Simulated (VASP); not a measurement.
Set up this calculation in VASP 6.6.1, as the native input.

| Item | Value |
| --- | --- |
| Task | single point |
| Functional | PBEsol |
| Potentials or basis | VASP PAW PBE potentials, release 64 (Cd, Se) |
| Cutoff | 500 eV |
| k mesh | 4 × 4 × 4 |
| Occupations | gaussian, width 0.01 eV |
| Spin | no spin polarisation |
| Dipole correction | no |
| Further INCAR settings | ALGO = Normal; EDIFF = 1e-06; NBANDS = 16 |

The structure of CdSe lies in POSCAR:

```
CdSe
1.0
    4.3420190000      0.0000000000      0.0000000000
    2.1710095000      3.7602987577      0.0000000000
    2.1710095000      1.2534329192      3.5452436678
Cd Se
1 1
Direct
    0.0000000000      0.0000000000      0.0000000000
    0.7500000000      0.7500000000      0.7500000000
```

These files were run (other wordings do the same):

INCAR

```
SYSTEM = CdSe
PREC = Accurate
ENCUT = 500
EDIFF = 1E-6
ISMEAR = 0
SIGMA = 0.01
LREAL = .FALSE.
LASPH = .TRUE.
NELM = 120
ALGO = Normal
ISIF = 2
LWAVE = .FALSE.
LCHARG = .FALSE.
GGA = PS
NBANDS = 16
GGA_COMPAT = .FALSE.
```

KPOINTS

```
Automatic mesh
0
G
  4 4 4
  0 0 0
```

Potentials or basis: VASP PAW PBE potentials, release 64 (Cd, Se).

Run with:

```sh
$ cat potpaw_PBE.64/Cd/POTCAR potpaw_PBE.64/Se/POTCAR > POTCAR
$ mpirun -np 1 vasp_std > vasp.out
```

It gave:

| Quantity | Value |
| --- | --- |
| Pressure | -0.9 GPa |
| Band gap on the k mesh | 0.41 eV, direct |

Caveat: the k points lie up to 0.44 Å⁻¹ apart; the PAW data sets were made with another functional, which shifts forces and pressure a little.

Run time: 9.3 s on 1 thread of Intel Xeon 6975P-C (shared host), peak memory 0.17 GiB.
